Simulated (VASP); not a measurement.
# Sb4H in VASP: notebook

Sb4H is run at these levels: PBEsol; tasks: single point.

Program: VASP 6.6.1. These are calculated values, not measurements. Logs are shortened: lines on timing, memory, paths and dates and some standing lists are left out, and cuts for length are marked.

## 1. The cell of the first run

The cell holds a slab with vacuum, 5 atoms: a = 3.062 Å, b = 4.330 Å, c = 25.495 Å, α = 90.00°, β = 90.00°, γ = 90.00°.

## 2. Single point, PBEsol

Contents of INCAR:

```
SYSTEM = Sb4H
  PREC = Accurate
  ENCUT = 520
  EDIFF = 1E-6
  ISMEAR = 0
  SIGMA = 0.1
  LREAL = .False.
  LASPH = .True.
  NELM = 80
  ALGO = Normal
  ISIF = 2
  LWAVE = .False.
  LCHARG = .False.
  LDIPOL = .True.
  IDIPOL = 3
  DIPOL = 0.5 0.5 0.501
  GGA = PS
  NBANDS = 18
```

Contents of KPOINTS:

```
Automatic mesh
0
Gamma
  9 7 1
  0 0 0
```

Contents of POSCAR:

```
Sb4H
1.0
    3.0617437794      0.0000000000      0.0000000000
    0.0000000000      4.3299595773      0.0000000000
    0.0000000000      0.0000000000     25.4949393660
Sb H
4 1
Direct
    0.0000000000      0.5000000000      0.3333994986
    0.0000000000      0.0000000000      0.4183175192
    0.0000000000      0.5000000000      0.5060909114
    0.0000000000      0.0000000000      0.5901104563
    0.0000000000      0.0000000000      0.6587617995
```

Potentials or basis: VASP PAW PBE potentials, release 64 (Sb, H).

Started as:

```console
> cat potpaw_PBE.64/Sb/POTCAR potpaw_PBE.64/H/POTCAR > POTCAR
> mpirun -np 1 vasp_std > vasp.out
```

OUTCAR:

```text
SYSTEM = Sb4H
   PREC = Accurate
   ENCUT = 520
   EDIFF = 1E-6
   ISMEAR = 0
   LREAL = .False.
   LASPH = .True.
   NELM = 80
   ISIF = 2
   GGA = PS

 ion  position               nearest neighbor table
   1  0.000  0.500  0.333-   2 3.06   2 3.06
   2  0.000  0.000  0.418-   1 3.06   1 3.06   3 3.11   3 3.11
   3  0.000  0.500  0.506-   4 3.05   4 3.05   2 3.11   2 3.11
   4  0.000  0.000  0.590-   5 1.75   3 3.05   3 3.05
   5  0.000  0.000  0.659-   4 1.75

  LATTYP: Found a simple orthorhombic cell.
 ALAT       =     3.0617437794
 B/A-ratio  =     1.4142135624
 C/A-ratio  =     8.3269343234

  Lattice vectors:

 A1 = (   3.0617437794,   0.0000000000,   0.0000000000)
 A2 = (   0.0000000000,   4.3299595773,   0.0000000000)
 A3 = (   0.0000000000,   0.0000000000,  25.4949393660)

Analysis of symmetry for initial positions (statically):
=====================================================================
 Subroutine PRICEL returns:
 Original cell was already a primitive cell.

 Routine SETGRP: Setting up the symmetry group for a
 simple orthorhombic supercell.

 Subroutine GETGRP returns: Found  4 space group operations
 (whereof  4 operations were pure point group operations)
 out of a pool of  8 trial point group operations.

The static configuration has the point symmetry C_2v.

Analysis of symmetry for dynamics (positions and initial velocities):
=====================================================================
 Subroutine PRICEL returns:
 Original cell was already a primitive cell.

 Routine SETGRP: Setting up the symmetry group for a
 simple orthorhombic supercell.

 Subroutine GETGRP returns: Found  4 space group operations
 (whereof  4 operations were pure point group operations)
 out of a pool of  8 trial point group operations.

The dynamic configuration has the point symmetry C_2v.

 Subroutine INISYM returns: Found  4 space group operations
 (whereof  4 operations are pure point group operations),
 and found     1 'primitive' translations

----------------------------------------------------------------------------------------

                                     Primitive cell

  volume of cell :     337.9922

  direct lattice vectors                    reciprocal lattice vectors
     3.061743779  0.000000000  0.000000000     0.326611262  0.000000000  0.000000000
     0.000000000  4.329959577  0.000000000     0.000000000  0.230949038  0.000000000
     0.000000000  0.000000000 25.494939366     0.000000000  0.000000000  0.039223470

  length of vectors
     3.061743779  4.329959577 25.494939366     0.326611262  0.230949038  0.039223470

  position of ions in fractional coordinates (direct lattice)
     0.000000000  0.500000000  0.333399499
     0.000000000  0.000000000  0.418317519
     0.000000000  0.500000000  0.506090911
     0.000000000  0.000000000  0.590110456
     0.000000000  0.000000000  0.658761799

  ion indices of the primitive-cell ions
   primitive index   ion index
                 1           1
                 2           2
                 3           3
                 4           4
                 5           5

----------------------------------------------------------------------------------------

 KPOINTS: Automatic mesh

Automatic generation of k-mesh.
 Grid dimensions read from file:
 generate k-points for:    9    7    1

 Generating k-lattice:

  Cartesian coordinates                     Fractional coordinates (reciprocal lattice)
     0.036290140  0.000000000  0.000000000     0.111111111  0.000000000  0.000000000
     0.000000000  0.032992720  0.000000000     0.000000000  0.142857143  0.000000000
     0.000000000  0.000000000  0.039223470     0.000000000  0.000000000  1.000000000

  Length of vectors
     0.036290140  0.032992720  0.039223470

  Shift w.r.t. Gamma in fractional coordinates (k-lattice)
     0.000000000  0.000000000  0.000000000

 Subroutine IBZKPT returns following result:
 ===========================================

 Found     20 irreducible k-points:

 Following reciprocal coordinates:
            Coordinates               Weight
  0.000000  0.000000  0.000000      1.000000
  0.111111  0.000000  0.000000      2.000000
  0.222222  0.000000  0.000000      2.000000
  0.333333  0.000000  0.000000      2.000000
  0.444444  0.000000  0.000000      2.000000
  0.000000  0.142857  0.000000      2.000000
[... 12 lines left out ...]
  0.333333  0.428571  0.000000      4.000000
  0.444444  0.428571  0.000000      4.000000
   k-points           NKPTS =     20   k-points in BZ     NKDIM =     20   number of bands    NBANDS=     18
   number of dos      NEDOS =    301   number of ions     NIONS =      5
   total plane-waves  NPLWV = 147456
   dimension x,y,z NGX =    24 NGY =   32 NGZ =  192
   dimension x,y,z NGXF=    48 NGYF=   64 NGZF=  384
   ions per type =               4   1
   NGX,Y,Z   is equivalent  to a cutoff of  13.03, 12.29, 12.52 a.u.
   NGXF,Y,Z  is equivalent  to a cutoff of  26.06, 24.57, 25.04 a.u.
 SYSTEM =  Sb4H
   PREC   = accura    normal or accurate (medium, high low for compatibility)
   ISTART =      0    job   : 0-new  1-cont  2-samecut
   ICHARG =      2    charge: 1-file 2-atom 10-const
   ISPIN  =      1    spin polarized calculation?
   LNONCOLLINEAR =      F non collinear calculations
   LSORBIT =      F    spin-orbit coupling
   LASPH  =      T    aspherical Exc in radial PAW
   ENCUT  =  520.0 eV  38.22 Ry    6.18 a.u.   5.69  8.05 47.40*2*pi/ulx,y,z
   NELM   =     80;   NELMIN=  2; NELMDL= -5     # of ELM steps
   EDIFF  = 0.1E-05   stopping-criterion for ELM
   LREAL  =      F    real-space projection
   EDIFFG = 0.1E-04   stopping-criterion for IOM
   NSW    =      0    number of steps for IOM
   IBRION =     -1    ionic relax: 0-MD 1-quasi-New 2-CG
   NFREE  =      0    steps in history (QN), initial steepest desc. (CG)
   ISIF   =      2    stress and relaxation
   ISYM   =      2    0-nonsym 1-usesym 2-fastsym
   POTIM  = 0.5000    time-step for ionic-motion
   TEBEG  =    0.0;   TEEND  =   0.0 temperature during run
   PSTRESS=    0.0 pullay stress
   NELECT =      21.0000    total number of electrons
   NUPDOWN=      -1.0000    fix difference up-down
   EMIN   =  10.00;   EMAX   =-10.00  energy-range for DOS
   EFERMI =   0.00;   METHOD = LEGACY
   ISMEAR =     0;   SIGMA  =   0.10  broadening in eV -4-tet -1-fermi 0-gaus
   EFERMI_NEDOS =   21; number of points for ismear=-14 and -15
   IALGO  =     38    algorithm
   IMIX   =      4    mixing-type and parameters
     AMIX     =   0.40;   BMIX     =  1.00
     AMIX_MAG =   1.60;   BMIX_MAG =  1.00
  volume/ion in A,a.u.               =      67.60       456.18
  Fermi-wavevector in a.u.,A,eV,Ry     =   0.648404  1.225306  5.720267  0.420428
  Thomas-Fermi vector in A             =   1.717026
   LORBIT       =      0    0 simple, 1 ext, 2 COOP (PROOUT), +10 PAW based schemes
   GGA     = PS    functional components
   LHFCALC =     F    Hartree Fock is set to
   AEXX    =    0.0000 exact exchange contribution
   IVDW    =     0    specifies the selected vdW correction
   LEPSILON=     F    determine dielectric tensor
   LRPA    =     F    only Hartree local field effects (RPA)
 non-spin polarized calculation
 Gauss-broadening in eV      SIGMA  =   0.10
  energy-cutoff  :      520.00
  volume of cell :      337.99
 maximum number of plane-waves:      9176
 NGX is ok and might be reduce to    24
   NGX = 11   NGY = 17   NGZ = 95

 dipolmoment           0.000000      0.000000      0.009476 electrons x Angstroem

 number of electron      20.9999996 magnetization

 dipolmoment           0.000000      0.000000     -0.006714 electrons x Angstroem

 Free energy of the ion-electron system (eV)
  ---------------------------------------------------
  ext. energy  EPLUGINS =         0.00000000
  ---------------------------------------------------
  free energy    TOTEN  =       -19.96421019 eV

  energy without entropy =      -19.94695521  energy(sigma->0) =      -19.95558270

 E-fermi :  -0.3364     XC(G=0):  -4.1360

 val. band max:       -0.3771005797   @ k =   0.1111   0.4286   0.0000
 cond. band min:      -0.3228361138   @ k =   0.3333   0.1429   0.0000
 fundamental gap:      0.0542644659
 Fermi energy:        -0.3363837385

 k-point     1 :       0.0000    0.0000    0.0000
  band No.  band energies     occupation
      1     -12.6387      2.00000
      2     -11.7438      2.00000
      3     -10.2774      2.00000
      4      -8.7284      2.00000
      5      -4.9104      2.00000
      6      -3.5040      2.00000
[... 10 lines left out ...]
     17       4.1351      0.00000
     18       4.3088      0.00000

 k-point     2 :       0.1111    0.0000    0.0000
  band No.  band energies     occupation
      1     -12.4529      2.00000
      2     -11.5588      2.00000
      3     -10.0938      2.00000
      4      -8.5414      2.00000
      5      -4.7672      2.00000
      6      -3.3286      2.00000
[... 10 lines left out ...]
     17       3.6938      0.00000
     18       4.0689      0.00000

 k-point     3 :       0.2222    0.0000    0.0000
  band No.  band energies     occupation
      1     -11.9083      2.00000
      2     -11.0166      2.00000
      3      -9.5550      2.00000
      4      -7.9884      2.00000
      5      -4.3702      2.00000
      6      -2.8329      2.00000
[... 10 lines left out ...]
     17       2.4487      0.00000
     18       3.9235      0.00000

 k-point     4 :       0.3333    0.0000    0.0000
  band No.  band energies     occupation
      1     -11.0714      2.00000
      2     -10.1834      2.00000
      3      -8.7248      2.00000
      4      -7.1173      2.00000
      5      -3.9164      2.00000
      6      -3.7849      2.00000
[... 291 lines left out ...]
      4      -9.4366      2.00000
      5      -5.3062      2.00000
      6      -4.5850      2.00000
[... 10 lines left out ...]
     17       4.8422      0.00000
     18       5.5739      0.00000

 k-point    19 :       0.3333    0.4286    0.0000
  band No.  band energies     occupation
      1      -9.8577      2.00000
      2      -9.3505      2.00000
      3      -8.9613      2.00000
      4      -8.5615      2.00000
      5      -4.7199      2.00000
      6      -3.8520      2.00000
[... 10 lines left out ...]
     17       3.9615      0.00000
     18       4.0995      0.00000

 k-point    20 :       0.4444    0.4286    0.0000
  band No.  band energies     occupation
      1      -9.0287      2.00000
      2      -8.5112      2.00000
      3      -8.0623      2.00000
      4      -7.6370      2.00000
      5      -4.4157      2.00000
      6      -4.2313      2.00000
[... 10 lines left out ...]
     17       3.5701      0.00000
     18       3.9378      0.00000

------------------------ aborting loop because EDIFF is reached ----------------------------------------

 vacuum level on the upper side and lower side of the slab       (xc-potential included)        -0.134        -0.017

  FORCE on cell =-STRESS in cart. coord.  units (eV):
  Direction    XX          YY          ZZ          XY          YZ          ZX
  --------------------------------------------------------------------------------------
  -------------------------------------------------------------------------------------
  Total       -1.6705270     -1.7205432     -0.8517638      0.0000000      0.0000000      0.0000000
  in kB       -7.9187642     -8.1558551     -4.0375982      0.0000000      0.0000000      0.0000000
  external PRESSURE =      -6.7040725 kB  Pullay stress =       0.0000000 kB

 VOLUME and BASIS-vectors are now :
 -----------------------------------------------------------------------------
  energy-cutoff  :      520.00
  volume of cell :      337.99
      direct lattice vectors                 reciprocal lattice vectors
     3.061743779  0.000000000  0.000000000     0.326611262  0.000000000  0.000000000
     0.000000000  4.329959577  0.000000000     0.000000000  0.230949038  0.000000000
     0.000000000  0.000000000 25.494939366     0.000000000  0.000000000  0.039223470

 POSITION                                       TOTAL-FORCE (eV/Angst)
 -----------------------------------------------------------------------------------
      0.00000      2.16498      8.50000         0.000000      0.000000      0.457416
      0.00000      0.00000     10.66498         0.000000      0.000000     -0.462668
      0.00000      2.16498     12.90276         0.000000      0.000000      0.019141
      0.00000      0.00000     15.04483         0.000000      0.000000     -0.110957
      0.00000      0.00000     16.79509         0.000000      0.000000      0.097068
 -----------------------------------------------------------------------------------
    total drift:                                0.000000      0.000000     -0.000065

  FREE ENERGIE OF THE ION-ELECTRON SYSTEM (eV)
  ---------------------------------------------------
  free  energy   TOTEN  =       -19.9642101949 eV

  energy  without entropy=      -19.9469552096  energy(sigma->0) =      -19.95558270

 vacuum level on the upper side and lower side of the slab         3.999         4.120
```

It took 98 s on 1 thread of Intel Xeon 6975P-C (Granite Rapids), shared host; peak memory 0.43 GiB.

Results:

```yaml
Free_energy: -19.9642 eV
Largest_force: 0.463 eV/Å
```

Forces on the atoms (eV/Å):
```
Sb   0.000  0.000  0.457
Sb   0.000  0.000 -0.463
Sb   0.000  0.000  0.019
Sb   0.000  0.000 -0.111
H    0.000  0.000  0.097
```

Caveat: the PAW data sets were made with another functional, which shifts forces and pressure a little; spin-orbit coupling is left out, which moves the levels of the heavy elements.

## 3. Single point, PBEsol

Contents of INCAR:

```
  PREC = Accurate
  ENCUT = 520
  EDIFF = 1E-6
  ISMEAR = 0
  SIGMA = 0.1
  LREAL = F
  LASPH = T
  NELM = 100
  ALGO = Normal
  ISIF = 2
  LWAVE = F
  LCHARG = T
  LDIPOL = T
  IDIPOL = 3
  DIPOL = 0.5 0.5 0.485
  GGA = PS
  LELF = T
  LVHAR = T
  LVACPOTAV = T
  NBANDS = 18
```

Contents of KPOINTS:

```
Automatic mesh
0
Gamma
  9 7 1
```

Contents of POSCAR:

```
Sb4H
1.0
    3.0617437794      0.0000000000      0.0000000000
    0.0000000000      4.3299595773      0.0000000000
    0.0000000000      0.0000000000     25.4949393660
Sb H
4 1
Direct
    0.0000000000      0.5000000000      0.3333994986
    0.0000000000      0.0000000000      0.4183175192
    0.0000000000      0.5000000000      0.5159829121
    0.0000000000      0.0000000000      0.5973370018
    0.5000000000      0.5000000000      0.5590906686
```

Potentials or basis: VASP PAW PBE potentials, release 64 (Sb, H).

Started as:

```console
> cat potpaw_PBE.64/Sb/POTCAR potpaw_PBE.64/H/POTCAR > POTCAR
> mpirun -np 1 vasp_std > vasp.out
```

It took 84 s on 1 thread of Intel Xeon 6975P-C (Granite Rapids), shared host; peak memory 0.42 GiB.

The run converged. Its results:

| Property | Result |
| --- | --- |
| Free energy | -19.2899 eV |
| Largest force | 1.061 eV/Å |

Forces on the atoms (eV/Å):
```
Sb   0.000  0.000  1.061
Sb   0.000  0.000 -1.056
Sb   0.000  0.000 -0.090
Sb   0.000  0.000  0.030
H    0.000  0.000  0.055
```

Levels at points of the mesh, in eV from the Fermi level:
```
           k point  band 7  band 8  band 9  band 10  band 11  band 12  band 13  band 14
(0.00, 0.00, 0.00)   -2.26   -2.06   -1.73     0.13     0.33     1.75     2.71     3.20
```

Caveat: the PAW data sets were made with another functional, which shifts forces and pressure a little; spin-orbit coupling is left out, which moves the levels of the heavy elements.

(Continued in part 2 of 2.)
